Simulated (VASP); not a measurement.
A run of VASP 6.6.1 is set up as follows.

Contents of INCAR:

```
SYSTEM = SnO2
PREC = Accurate
ENCUT = 600
EDIFF = 1E-6
ISMEAR = -1
SIGMA = 0.05
LREAL = .FALSE.
LASPH = .TRUE.
NELM = 80
ALGO = Normal
ISIF = 3
LWAVE = .FALSE.
LCHARG = .FALSE.
GGA = RP
IBRION = 2
NSW = 60
EDIFFG = -0.01
```

File KPOINTS:

```
regular mesh
0
G
  5 5 5
  0 0 0
```

Contents of POSCAR:

```
SnO2
1.0
    5.1752560000      0.0000000000      0.0000000000
    0.0000000000      5.1752560000      0.0000000000
    0.0000000000      0.0000000000      5.1752560000
Sn O
4 8
Direct
    0.0000000000      0.0000000000      0.0000000000
    0.5000000000      0.0000000000      0.5000000000
    0.5000000000      0.5000000000      0.0000000000
    0.0000000000      0.5000000000      0.5000000000
    0.6610980000      0.8389020000      0.1610980000
    0.8389020000      0.1610980000      0.6610980000
    0.1610980000      0.6610980000      0.8389020000
    0.3389020000      0.3389020000      0.3389020000
    0.6610980000      0.6610980000      0.6610980000
    0.8389020000      0.3389020000      0.1610980000
    0.1610980000      0.8389020000      0.3389020000
    0.3389020000      0.1610980000      0.8389020000
```

Potentials or basis: VASP PAW PBE potentials, release 64 (Sn_d, O).

The run is started by

```bash
$ cat potpaw_PBE.64/Sn_d/POTCAR potpaw_PBE.64/O/POTCAR > POTCAR
$ mpirun -np 1 vasp_std > vasp.out
```

Question: What does it give for the relaxed volume?

Answer: 11.80 Å³/atom.

Question: Predict the relaxed cell.

Answer: a = 5.213 Å, b = 5.213 Å, c = 5.213 Å, α = 90.00°, β = 90.00°, γ = 90.00°.

Question: Estimate the band gap on the k mesh.

Answer: 0.44 eV (least direct gap 0.49 eV).

Final structure:
```
CELL_PARAMETERS angstrom
5.21252 0.00000 0.00000
0.00000 5.21252 0.00000
0.00000 0.00000 5.21252
ATOMIC_POSITIONS crystal
Sn 0.00000 0.00000 0.00000
Sn 0.50000 0.00000 0.50000
Sn 0.50000 0.50000 0.00000
Sn 0.00000 0.50000 0.50000
O 0.66105 0.83895 0.16105
O 0.83895 0.16105 0.66105
O 0.16105 0.66105 0.83895
O 0.33895 0.33895 0.33895
O 0.66105 0.66105 0.66105
O 0.83895 0.33895 0.16105
O 0.16105 0.83895 0.33895
O 0.33895 0.16105 0.83895
```

Caveat: the PAW data sets were made with another functional, which shifts forces and pressure a little; spin-orbit coupling is left out, which moves the levels of the heavy elements; an odd mesh through Γ misses points on the zone boundary, where band edges can lie.
